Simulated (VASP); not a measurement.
# MnSb (rocksalt type) (Fm-3m) in VASP: single point with PBE

Aim: the single point of MnSb (rocksalt type) with PBE.

Everything below comes from runs of VASP 6.6.1. Logs are shortened: lines on timing, memory, paths and dates and some standing lists are left out, and cuts for length are marked.

## (1) The cell of the first run

The structure is cubic, space group Fm-3m (No. 225). Conventional cell: a = 5.645 Å, b = 5.645 Å, c = 5.645 Å, α = 90.00°, β = 90.00°, γ = 90.00°. Within 3.7 Å of Mn (site symmetry m-3m) lie 6 Sb at 2.82 Å. Within 3.7 Å of Sb (site symmetry m-3m) lie 6 Mn at 2.82 Å.

## (2) Single point, PBE, collinear spin, ferromagnetic start (22.48 Å³/atom)

File INCAR:

```
PREC = Accurate ; ENCUT = 520
EDIFF = 1E-6 ; ISMEAR = -1
SIGMA = 0.03 ; LREAL = F
LASPH = T ; NELM = 150
ALGO = Normal ; ISIF = 2
LWAVE = F ; LCHARG = T
ISPIN = 2 ; MAGMOM = 4 0
LORBIT = 11 ; LMAXMIX = 4
GGA = PE ; LELF = T
LVHAR = T ; NBANDS = 20
```

File KPOINTS:

```
Automatic mesh
0
Gamma
  11 11 11
```

File POSCAR:

```
MnSb
1.0
    0.0000000000      2.8224772334      2.8224772334
    2.8224772334      0.0000000000      2.8224772334
    2.8224772334      2.8224772334      0.0000000000
Mn Sb
1 1
Direct
    0.0000000000      0.0000000000      0.0000000000
    0.5000000000      0.5000000000      0.5000000000
```

Potentials or basis: VASP PAW PBE potentials, release 64 (Mn_pv, Sb).

Launch:

```
$ cat potpaw_PBE.64/Mn_pv/POTCAR potpaw_PBE.64/Sb/POTCAR > POTCAR
$ mpirun -np 1 vasp_std > vasp.out
```

OUTCAR:

```text
PREC = Accurate
   ENCUT = 520
   EDIFF = 1E-6
   ISMEAR = -1
   LREAL = F
   LASPH = T
   NELM = 150
   ISIF = 2
   ISPIN = 2
   LORBIT = 11
   GGA = PE

 ion  position               nearest neighbor table
   1  0.000  0.000  0.000-   2 2.82   2 2.82   2 2.82   2 2.82   2 2.82   2 2.82
   2  0.500  0.500  0.500-   1 2.82   1 2.82   1 2.82   1 2.82   1 2.82   1 2.82

  LATTYP: Found a face centered cubic cell.
 ALAT       =     5.6449544668

  Lattice vectors:

 A1 = (   0.0000000000,   2.8224772334,   2.8224772334)
 A2 = (   2.8224772334,   0.0000000000,   2.8224772334)
 A3 = (   2.8224772334,   2.8224772334,   0.0000000000)

Analysis of symmetry for initial positions (statically):
=====================================================================
 Subroutine PRICEL returns:
 Original cell was already a primitive cell.

 Routine SETGRP: Setting up the symmetry group for a
 face centered cubic supercell.

 Subroutine GETGRP returns: Found 48 space group operations
 (whereof 48 operations were pure point group operations)
 out of a pool of 48 trial point group operations.

The static configuration has the point symmetry O_h .

Analysis of symmetry for dynamics (positions and initial velocities):
=====================================================================
 Subroutine PRICEL returns:
 Original cell was already a primitive cell.

 Routine SETGRP: Setting up the symmetry group for a
 face centered cubic supercell.

 Subroutine GETGRP returns: Found 48 space group operations
 (whereof 48 operations were pure point group operations)
 out of a pool of 48 trial point group operations.

The dynamic configuration has the point symmetry O_h .

Analysis of structural, dynamic, and magnetic symmetry:
=====================================================================
 Subroutine PRICEL returns:
 Original cell was already a primitive cell.

 Routine SETGRP: Setting up the symmetry group for a
 face centered cubic supercell.

 Subroutine GETGRP returns: Found 48 space group operations
 (whereof 48 operations were pure point group operations)
 out of a pool of 48 trial point group operations.

The overall configuration has the point symmetry O_h .

 Subroutine INISYM returns: Found 48 space group operations
 (whereof 48 operations are pure point group operations),
 and found     1 'primitive' translations

----------------------------------------------------------------------------------------

                                     Primitive cell

  volume of cell :      44.9698

  direct lattice vectors                    reciprocal lattice vectors
     0.000000000  2.822477233  2.822477233    -0.177149347  0.177149347  0.177149347
     2.822477233  0.000000000  2.822477233     0.177149347 -0.177149347  0.177149347
     2.822477233  2.822477233  0.000000000     0.177149347  0.177149347 -0.177149347

  length of vectors
     3.991585583  3.991585583  3.991585583     0.306831670  0.306831670  0.306831670

  position of ions in fractional coordinates (direct lattice)
     0.000000000  0.000000000  0.000000000
     0.500000000  0.500000000  0.500000000

  ion indices of the primitive-cell ions
   primitive index   ion index
                 1           1
                 2           2

----------------------------------------------------------------------------------------

 KPOINTS: Automatic mesh

Automatic generation of k-mesh.
 Grid dimensions read from file:
 generate k-points for:   11   11   11

 Generating k-lattice:

  Cartesian coordinates                     Fractional coordinates (reciprocal lattice)
    -0.016104486  0.016104486  0.016104486     0.090909091  0.000000000  0.000000000
     0.016104486 -0.016104486  0.016104486     0.000000000  0.090909091  0.000000000
     0.016104486  0.016104486 -0.016104486     0.000000000  0.000000000  0.090909091

  Length of vectors
     0.027893788  0.027893788  0.027893788

  Shift w.r.t. Gamma in fractional coordinates (k-lattice)
     0.000000000  0.000000000  0.000000000

 Subroutine IBZKPT returns following result:
 ===========================================

 Found     56 irreducible k-points:

 Following reciprocal coordinates:
            Coordinates               Weight
  0.000000  0.000000  0.000000      1.000000
  0.090909  0.000000  0.000000      8.000000
  0.181818  0.000000  0.000000      8.000000
  0.272727  0.000000  0.000000      8.000000
  0.363636  0.000000  0.000000      8.000000
  0.454545  0.000000  0.000000      8.000000
[... 16 lines left out ...]
 -0.272727  0.181818  0.000000     24.000000
 -0.181818  0.181818  0.000000     12.000000
 [... further k-points ...]
   k-points           NKPTS =     56   k-points in BZ     NKDIM =     56   number of bands    NBANDS=     20
   number of dos      NEDOS =    301   number of ions     NIONS =      2
   total plane-waves  NPLWV =  27000
   dimension x,y,z NGX =    30 NGY =   30 NGZ =   30
   dimension x,y,z NGXF=    60 NGYF=   60 NGZF=   60
   ions per type =               1   1
   NGX,Y,Z   is equivalent  to a cutoff of  12.49, 12.49, 12.49 a.u.
   NGXF,Y,Z  is equivalent  to a cutoff of  24.99, 24.99, 24.99 a.u.
 SYSTEM =  unknown system
   PREC   = accura    normal or accurate (medium, high low for compatibility)
   ISTART =      0    job   : 0-new  1-cont  2-samecut
   ICHARG =      2    charge: 1-file 2-atom 10-const
   ISPIN  =      2    spin polarized calculation?
   LNONCOLLINEAR =      F non collinear calculations
   LSORBIT =      F    spin-orbit coupling
   LASPH  =      T    aspherical Exc in radial PAW
   ENCUT  =  520.0 eV  38.22 Ry    6.18 a.u.   7.42  7.42  7.42*2*pi/ulx,y,z
   NELM   =    150;   NELMIN=  2; NELMDL= -5     # of ELM steps
   EDIFF  = 0.1E-05   stopping-criterion for ELM
   LREAL  =      F    real-space projection
   EDIFFG = 0.1E-04   stopping-criterion for IOM
   NSW    =      0    number of steps for IOM
   IBRION =     -1    ionic relax: 0-MD 1-quasi-New 2-CG
   NFREE  =      0    steps in history (QN), initial steepest desc. (CG)
   ISIF   =      2    stress and relaxation
   ISYM   =      2    0-nonsym 1-usesym 2-fastsym
   POTIM  = 0.5000    time-step for ionic-motion
   TEBEG  =    0.0;   TEEND  =   0.0 temperature during run
   PSTRESS=    0.0 pullay stress
   NELECT =      18.0000    total number of electrons
   NUPDOWN=      -1.0000    fix difference up-down
   EMIN   =  10.00;   EMAX   =-10.00  energy-range for DOS
   EFERMI =   0.00;   METHOD = LEGACY
   ISMEAR =    -1;   SIGMA  =   0.03  broadening in eV -4-tet -1-fermi 0-gaus
   EFERMI_NEDOS =   21; number of points for ismear=-14 and -15
   IALGO  =     38    algorithm
   IMIX   =      4    mixing-type and parameters
     AMIX     =   0.40;   BMIX     =  1.00
     AMIX_MAG =   1.60;   BMIX_MAG =  1.00
  volume/ion in A,a.u.               =      22.48       151.74
  Fermi-wavevector in a.u.,A,eV,Ry     =   1.206494  2.279943 19.805023  1.455628
  Thomas-Fermi vector in A             =   2.342160
   LORBIT       =     11    0 simple, 1 ext, 2 COOP (PROOUT), +10 PAW based schemes
   GGA     = PE    functional components
   LHFCALC =     F    Hartree Fock is set to
   AEXX    =    0.0000 exact exchange contribution
   IVDW    =     0    specifies the selected vdW correction
   LEPSILON=     F    determine dielectric tensor
   LRPA    =     F    only Hartree local field effects (RPA)
 spin polarized calculation
  energy-cutoff  :      520.00
  volume of cell :       44.97
 maximum number of plane-waves:      1243
 NGX is ok and might be reduce to    30
   NGX = 15   NGY = 15   NGZ = 15

 number of electron      17.9999992 magnetization       3.8604209

 Free energy of the ion-electron system (eV)
  ---------------------------------------------------
  ext. energy  EPLUGINS =         0.00000000
  ---------------------------------------------------
  free energy    TOTEN  =       -12.84743370 eV

  energy without entropy =      -12.84446223  energy(sigma->0) =      -12.84594797

 E-fermi :   7.3191     XC(G=0): -10.4396

 val. band max:        7.3141391710   @ k =   0.3636   0.1818   0.0909
 cond. band min:       7.3286014175   @ k =  -0.4545   0.4545   0.0909
 fundamental gap:      0.0144622465
 Fermi energy:         7.3191384007

 spin component 1

 k-point     1 :       0.0000    0.0000    0.0000
  band No.  band energies     occupation
      1     -43.0446      1.00000
      2     -43.0446      1.00000
      3     -43.0446      1.00000
      4      -4.0464      1.00000
      5       4.2190      1.00000
      6       4.2190      1.00000
[... 12 lines left out ...]
     19      16.5945      0.00000
     20      16.5945      0.00000

 k-point     2 :       0.0909    0.0000    0.0000
  band No.  band energies     occupation
      1     -43.0448      1.00000
      2     -43.0446      1.00000
      3     -43.0446      1.00000
      4      -3.9404      1.00000
      5       4.1668      1.00000
      6       4.2208      1.00000
[... 12 lines left out ...]
     19      16.1298      0.00000
     20      17.1233      0.00000

 k-point     3 :       0.1818    0.0000    0.0000
  band No.  band energies     occupation
      1     -43.0454      1.00000
      2     -43.0446      1.00000
      3     -43.0446      1.00000
      4      -3.6288      1.00000
      5       3.9469      1.00000
      6       4.1189      1.00000
[... 12 lines left out ...]
     19      16.2953      0.00000
     20      19.0125      0.00000

 k-point     4 :       0.2727    0.0000    0.0000
  band No.  band energies     occupation
      1     -43.0461      1.00000
      2     -43.0446      1.00000
      3     -43.0446      1.00000
      4      -3.1358      1.00000
      5       3.3233      1.00000
      6       3.9052      1.00000
[... 429 lines left out ...]
 k-point    23 :      -0.2727    0.1818    0.0000
  band No.  band energies     occupation
      1     -43.0465      1.00000
      2     -43.0454      1.00000
      3     -43.0446      1.00000
      4      -2.4566      1.00000
      5       2.6734      1.00000
      6       3.6624      1.00000
[... 12 lines left out ...]
     19      20.9567      0.00000
     20      21.3965      0.00000

 k-point    24 :      -0.1818    0.1818    0.0000
  band No.  band energies     occupation
      1     -43.0460      1.00000
      2     -43.0452      1.00000
      3     -43.0445      1.00000
      4      -2.9861      1.00000
      5       3.3172      1.00000
      6       3.8295      1.00000
[... 12 lines left out ...]
     19      19.7310      0.00000
     20      20.4658      0.00000

 [... further k-points ...]

 spin component 2

 k-point     1 :       0.0000    0.0000    0.0000
  band No.  band energies     occupation
      1     -39.0664      1.00000
      2     -39.0664      1.00000
      3     -39.0664      1.00000
      4      -3.9837      1.00000
      5       7.4573      0.00991
      6       7.4573      0.00990
[... 12 lines left out ...]
     19      17.5908      0.00000
     20      17.5908      0.00000

 k-point     2 :       0.0909    0.0000    0.0000
  band No.  band energies     occupation
      1     -39.0667      1.00000
      2     -39.0664      1.00000
      3     -39.0664      1.00000
      4      -3.8813      1.00000
      5       7.0474      0.99988
      6       7.1005      0.99932
[... 12 lines left out ...]
     19      17.0164      0.00000
     20      17.8593      0.00000

 k-point     3 :       0.1818    0.0000    0.0000
  band No.  band energies     occupation
      1     -39.0675      1.00000
      2     -39.0664      1.00000
      3     -39.0664      1.00000
      4      -3.5816      1.00000
      5       5.6838      1.00000
      6       6.5319      1.00000
[... 12 lines left out ...]
     19      16.9916      0.00000
     20      19.3070      0.00000

 k-point     4 :       0.2727    0.0000    0.0000
  band No.  band energies     occupation
      1     -39.0685      1.00000
      2     -39.0664      1.00000
      3     -39.0664      1.00000
      4      -3.1122      1.00000
      5       4.1826      1.00000
      6       6.0462      1.00000
[... 429 lines left out ...]
 k-point    23 :      -0.2727    0.1818    0.0000
  band No.  band energies     occupation
      1     -39.0690      1.00000
      2     -39.0675      1.00000
      3     -39.0664      1.00000
      4      -2.4674      1.00000
      5       3.3832      1.00000
      6       5.0571      1.00000
[... 12 lines left out ...]
     19      21.3494      0.00000
     20      21.7747      0.00000

 k-point    24 :      -0.1818    0.1818    0.0000
  band No.  band energies     occupation
      1     -39.0683      1.00000
      2     -39.0673      1.00000
      3     -39.0663      1.00000
      4      -2.9668      1.00000
      5       4.3108      1.00000
      6       5.5733      1.00000
[... 12 lines left out ...]
     19      20.0324      0.00000
     20      20.9618      0.00000

 [... further k-points ...]

------------------------ aborting loop because EDIFF is reached ----------------------------------------

  FORCE on cell =-STRESS in cart. coord.  units (eV):
  Direction    XX          YY          ZZ          XY          YZ          ZX
  --------------------------------------------------------------------------------------
  -------------------------------------------------------------------------------------
  Total       -0.5796841     -0.5796841     -0.5796841      0.0000000      0.0000000     -0.0000000
  in kB      -20.6528814    -20.6528814    -20.6528814      0.0000000      0.0000000     -0.0000000
  external PRESSURE =     -20.6528814 kB  Pullay stress =       0.0000000 kB

 VOLUME and BASIS-vectors are now :
 -----------------------------------------------------------------------------
  energy-cutoff  :      520.00
  volume of cell :       44.97
      direct lattice vectors                 reciprocal lattice vectors
     0.000000000  2.822477233  2.822477233    -0.177149347  0.177149347  0.177149347
     2.822477233  0.000000000  2.822477233     0.177149347 -0.177149347  0.177149347
     2.822477233  2.822477233  0.000000000     0.177149347  0.177149347 -0.177149347

 POSITION                                       TOTAL-FORCE (eV/Angst)
 -----------------------------------------------------------------------------------
      0.00000      0.00000      0.00000         0.000000      0.000000      0.000000
      2.82248      2.82248      2.82248        -0.000000     -0.000000     -0.000000
 -----------------------------------------------------------------------------------
    total drift:                               -0.000000      0.000000      0.000000

  FREE ENERGIE OF THE ION-ELECTRON SYSTEM (eV)
  ---------------------------------------------------
  free  energy   TOTEN  =       -12.8474337040 eV

  energy  without entropy=      -12.8444622350  energy(sigma->0) =      -12.84594797

 total charge

# of ion       s       p       d       tot
------------------------------------------
    1        0.276   6.174   4.981  11.431
    2        1.147   1.283   0.032   2.461
--------------------------------------------------
tot          1.423   7.457   5.013  13.893

 magnetization (x)

# of ion       s       p       d       tot
------------------------------------------
    1        0.074   0.034   3.689   3.797
    2        0.015  -0.136   0.010  -0.111
--------------------------------------------------
tot          0.089  -0.102   3.699   3.686
```

Run time: 50 s. Hardware: 1 thread of Intel Xeon 6975P-C (Granite Rapids), shared host; peak memory 0.24 GiB.

What came out:

| Item | Value |
| --- | --- |
| Free energy | -12.8474 eV |
| Pressure | -2.1 GPa |
| Net moment | 3.86 μB per cell |
| Site moments | Mn +3.80; Sb -0.11 μB |
| Valence electrons inside the program's atomic spheres | Mn 11.43; Sb 2.46 |

Caveat: spin-orbit coupling is left out, which moves the levels of the heavy elements; a cell with one magnetic atom can't hold antiferromagnetic order, which such compounds often take.
